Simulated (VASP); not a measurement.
# TlSbO2 (P4/nmm) in VASP: relaxation of cell and atoms with PBEsol

Aim: the relaxation of cell and atoms of TlSbO2 with PBEsol.

All numbers are computed with VASP 6.6.1; they aren't measurements. Logs are shortened: lines on timing, memory, paths and dates and some standing lists are left out, and cuts for length are marked.

### 1 The cell of the first run

Symmetry: P4/nmm, No. 129, tetragonal system. Conventional cell: a = 2.929 Å, b = 2.929 Å, c = 8.284 Å, α = 90.00°, β = 90.00°, γ = 90.00°. Within 2.7 Å of Tl (site symmetry 4mm) lie 6 O at 2.07 Å. O (site symmetry 4mm) has 1 Sb at 2.07 Å and 5 Tl at 2.07 Å within 2.7 Å. Within 2.7 Å of O (site symmetry 4mm) lie 1 Tl at 2.07 Å and 5 Sb at 2.07 Å. Within 2.7 Å of Sb (site symmetry 4mm) lie 6 O at 2.07 Å.

### 2 Relaxation of cell and atoms, PBEsol

INCAR

```
SYSTEM = TlSbO2
ALGO = Normal
EDIFF = 1E-6
EDIFFG = -0.01
ENCUT = 600
GGA = PS
IBRION = 2
ISIF = 3
ISMEAR = -1
LASPH = .TRUE.
LCHARG = .FALSE.
LREAL = .FALSE.
LWAVE = .FALSE.
NELM = 100
NSW = 100
PREC = Accurate
SIGMA = 0.03
```

KPOINTS

```
k-points
0
G
  8 8 4
  0 0 0
```

POSCAR

```
TlSbO2
1.0
    2.9288907349      0.0000000000      0.0000000000
    0.0000000000      2.9288907349      0.0000000000
    0.0000000000      0.0000000000      8.2841540000
Tl O Sb
2 4 2
Direct
    0.5000000000      0.0000000000      0.8750000000
    0.0000000000      0.5000000000      0.1250000000
    0.5000000000      0.0000000000      0.1250000000
    0.0000000000      0.5000000000      0.3750000000
    0.5000000000      0.0000000000      0.6250000000
    0.0000000000      0.5000000000      0.8750000000
    0.5000000000      0.0000000000      0.3750000000
    0.0000000000      0.5000000000      0.6250000000
```

Potentials or basis: VASP PAW PBE potentials, release 64 (Tl_d, O, Sb).

On the command line:

```bash
$ cat potpaw_PBE.64/Tl_d/POTCAR potpaw_PBE.64/O/POTCAR potpaw_PBE.64/Sb/POTCAR > POTCAR
$ mpirun -np 1 vasp_std > vasp.out
```

OUTCAR:

```text
SYSTEM = TlSbO2
   EDIFF = 1E-6
   EDIFFG = -0.01
   ENCUT = 600
   GGA = PS
   IBRION = 2
   ISIF = 3
   ISMEAR = -1
   LASPH = .TRUE.
   LREAL = .FALSE.
   NELM = 100
   NSW = 100
   PREC = Accurate

 ion  position               nearest neighbor table
   1  0.500  0.000  0.875-   3 2.07   5 2.07   6 2.07   6 2.07   6 2.07   6 2.07   2 2.93   8 2.93
                             2 2.93   8 2.93   8 2.93   2 2.93   2 2.93   8 2.93
   2  0.000  0.500  0.125-   4 2.07   6 2.07   3 2.07   3 2.07   3 2.07   3 2.07   1 2.93   7 2.93
                             1 2.93   7 2.93   7 2.93   1 2.93   1 2.93   7 2.93
   3  0.500  0.000  0.125-   1 2.07   7 2.07   2 2.07   2 2.07   2 2.07   2 2.07
   4  0.000  0.500  0.375-   2 2.07   8 2.07   7 2.07   7 2.07   7 2.07   7 2.07
   5  0.500  0.000  0.625-   1 2.07   7 2.07   8 2.07   8 2.07   8 2.07   8 2.07
   6  0.000  0.500  0.875-   2 2.07   8 2.07   1 2.07   1 2.07   1 2.07   1 2.07
   7  0.500  0.000  0.375-   3 2.07   5 2.07   4 2.07   4 2.07   4 2.07   4 2.07   2 2.93   8 2.93
                             2 2.93   8 2.93   8 2.93   2 2.93   2 2.93   8 2.93
   8  0.000  0.500  0.625-   4 2.07   6 2.07   5 2.07   5 2.07   5 2.07   5 2.07   1 2.93   7 2.93
                             1 2.93   7 2.93   7 2.93   1 2.93   1 2.93   7 2.93

  LATTYP: Found a simple tetragonal cell.
 ALAT       =     2.9288907349
 C/A-ratio  =     2.8284271247

  Lattice vectors:

 A1 = (   2.9288907349,   0.0000000000,   0.0000000000)
 A2 = (   0.0000000000,   2.9288907349,   0.0000000000)
 A3 = (   0.0000000000,   0.0000000000,   8.2841540000)

Analysis of symmetry for initial positions (statically):
=====================================================================
 Subroutine PRICEL returns:
 Original cell was already a primitive cell.

 Routine SETGRP: Setting up the symmetry group for a
 simple tetragonal supercell.

 Subroutine GETGRP returns: Found 16 space group operations
 (whereof  8 operations were pure point group operations)
 out of a pool of 16 trial point group operations.

The static configuration has the point symmetry D_2d.
 The point group associated with its full space group is D_4h.

Analysis of symmetry for dynamics (positions and initial velocities):
=====================================================================
 Subroutine PRICEL returns:
 Original cell was already a primitive cell.

 Routine SETGRP: Setting up the symmetry group for a
 simple tetragonal supercell.

 Subroutine GETGRP returns: Found 16 space group operations
 (whereof  8 operations were pure point group operations)
 out of a pool of 16 trial point group operations.

The dynamic configuration has the point symmetry D_2d.
 The point group associated with its full space group is D_4h.

 Subroutine INISYM returns: Found 16 space group operations
 (whereof  8 operations are pure point group operations),
[... 98 lines left out ...]
 SYSTEM =  TlSbO2
   PREC   = accura    normal or accurate (medium, high low for compatibility)
   ISTART =      0    job   : 0-new  1-cont  2-samecut
   ICHARG =      2    charge: 1-file 2-atom 10-const
   ISPIN  =      1    spin polarized calculation?
   LNONCOLLINEAR =      F non collinear calculations
   LSORBIT =      F    spin-orbit coupling
   LASPH  =      T    aspherical Exc in radial PAW
   ENCUT  =  600.0 eV  44.10 Ry    6.64 a.u.   5.85  5.85 16.55*2*pi/ulx,y,z
   NELM   =    100;   NELMIN=  2; NELMDL= -5     # of ELM steps
   EDIFF  = 0.1E-05   stopping-criterion for ELM
   LREAL  =      F    real-space projection
   EDIFFG = -.1E-01   stopping-criterion for IOM
   NSW    =    100    number of steps for IOM
   IBRION =      2    ionic relax: 0-MD 1-quasi-New 2-CG
   NFREE  =      1    steps in history (QN), initial steepest desc. (CG)
   ISIF   =      3    stress and relaxation
   ISYM   =      2    0-nonsym 1-usesym 2-fastsym
   POTIM  = 0.5000    time-step for ionic-motion
   TEBEG  =    0.0;   TEEND  =   0.0 temperature during run
   PSTRESS=    0.0 pullay stress
   NELECT =      60.0000    total number of electrons
   NUPDOWN=      -1.0000    fix difference up-down
   EMIN   =  10.00;   EMAX   =-10.00  energy-range for DOS
   EFERMI =   0.00;   METHOD = LEGACY
   ISMEAR =    -1;   SIGMA  =   0.03  broadening in eV -4-tet -1-fermi 0-gaus
   EFERMI_NEDOS =   21; number of points for ismear=-14 and -15
   IALGO  =     38    algorithm
   IMIX   =      4    mixing-type and parameters
     AMIX     =   0.40;   BMIX     =  1.00
     AMIX_MAG =   1.60;   BMIX_MAG =  1.00
  volume/ion in A,a.u.               =       8.88        59.95
  Fermi-wavevector in a.u.,A,eV,Ry     =   1.547297  2.923968 32.574099  2.394129
  Thomas-Fermi vector in A             =   2.652411
   LORBIT       =      0    0 simple, 1 ext, 2 COOP (PROOUT), +10 PAW based schemes
   GGA     = PS    functional components
   LHFCALC =     F    Hartree Fock is set to
   AEXX    =    0.0000 exact exchange contribution
   IVDW    =     0    specifies the selected vdW correction
   LEPSILON=     F    determine dielectric tensor
   LRPA    =     F    only Hartree local field effects (RPA)
 conjugate gradient relaxation of ions
 non-spin polarized calculation
  energy-cutoff  :      600.00
  volume of cell :       71.06
 maximum number of plane-waves:      2394
 NGX is ok and might be reduce to    24
   NGX = 11   NGY = 11   NGZ = 33

--------------------------------------- Ionic step        1  -------------------------------------------

 number of electron      59.9999967 magnetization

 Free energy of the ion-electron system (eV)
  ---------------------------------------------------
  ext. energy  EPLUGINS =         0.00000000
  ---------------------------------------------------
  free energy    TOTEN  =       -13.31340954 eV

  energy without entropy =      -13.31195786  energy(sigma->0) =      -13.31268370

 E-fermi :  19.5776     XC(G=0): -14.4654

 val. band max:       19.5233009417   @ k =   0.3750   0.3750   0.0000
 cond. band min:      19.6378310606   @ k =   0.5000   0.1250   0.5000
 fundamental gap:      0.1145301189
 Fermi energy:        19.5775546974
[... 2000 lines left out ...]
  FREE ENERGIE OF THE ION-ELECTRON SYSTEM (eV)
  ---------------------------------------------------
  free  energy   TOTEN  =       -37.6815172417 eV

  energy  without entropy=      -37.6768552804  energy(sigma->0) =      -37.67918626

[... ionic steps 4 to 58 ...]

--------------------------------------- Ionic step       59  -------------------------------------------

 number of electron      60.0000070 magnetization

------------------------ aborting loop because EDIFF is reached ----------------------------------------
[... 79 lines left out ...]
--------------------------------------- Ionic step       61  -------------------------------------------

 number of electron      60.0000070 magnetization

 Free energy of the ion-electron system (eV)
  ---------------------------------------------------
  ext. energy  EPLUGINS =         0.00000000
  ---------------------------------------------------
  free energy    TOTEN  =       -41.95494552 eV

  energy without entropy =      -41.95494551  energy(sigma->0) =      -41.95494552

 E-fermi :   7.0809     XC(G=0): -11.0583

 val. band max:        6.6042464278   @ k =   0.0000   0.0000   0.5000
 cond. band min:       7.5393865432   @ k =   0.5000   0.0000   0.5000
 fundamental gap:      0.9351401153
 Fermi energy:         7.0808664167
[... 971 lines left out ...]
  FREE ENERGIE OF THE ION-ELECTRON SYSTEM (eV)
  ---------------------------------------------------
  free  energy   TOTEN  =       -41.9549455213 eV

  energy  without entropy=      -41.9549455117  energy(sigma->0) =      -41.95494552

 reached required accuracy - stopping structural energy minimisation
```

It took 46 min on 1 thread of Intel Xeon 6975P-C (Granite Rapids), shared host; peak memory 0.28 GiB.

What came out:

```yaml
Free_energy: -41.9549 eV
Relaxed_volume: 16.05 Å³/atom
Relaxed_cell: a = 3.375 Å, b = 3.375 Å, c = 11.268 Å, α = 90.00°, β = 90.00°, γ = 90.00°
Space_group_after_relaxing_to_0.1_Å: P4/nmm (No. 129)
Pressure_after_relaxing: 0.0 GPa
Largest_force_after_relaxing: 0.010 eV/Å
Band_gap_on_the_k_mesh: 0.94 eV (least direct gap 1.04 eV)
```

Forces on the atoms (eV/Å):
```
Tl   0.000  0.000 -0.006
Tl   0.000  0.000  0.006
O    0.000  0.000  0.007
O    0.000  0.000  0.010
O    0.000  0.000 -0.010
O    0.000  0.000 -0.007
Sb   0.000  0.000  0.001
Sb   0.000  0.000 -0.001
```

Final structure:
```
Tl O Sb
1.0
     3.37544    0.00000    0.00000
     0.00000    3.37544    0.00000
     0.00000    0.00000   11.26845
Tl O Sb
2 4 2
Direct
  0.50000 0.00000 0.89276
  0.00000 0.50000 0.10724
  0.50000 0.00000 0.19583
  0.00000 0.50000 0.35419
  0.50000 0.00000 0.64581
  0.00000 0.50000 0.80417
  0.50000 0.00000 0.36532
  0.00000 0.50000 0.63468
```

Caveat: the volume moved by over 15 % at a fixed basis, so the end points are rough; the PAW data sets were made with another functional, which shifts forces and pressure a little; spin-orbit coupling is left out, which moves the levels of the heavy elements. A k mesh can miss the band edges.
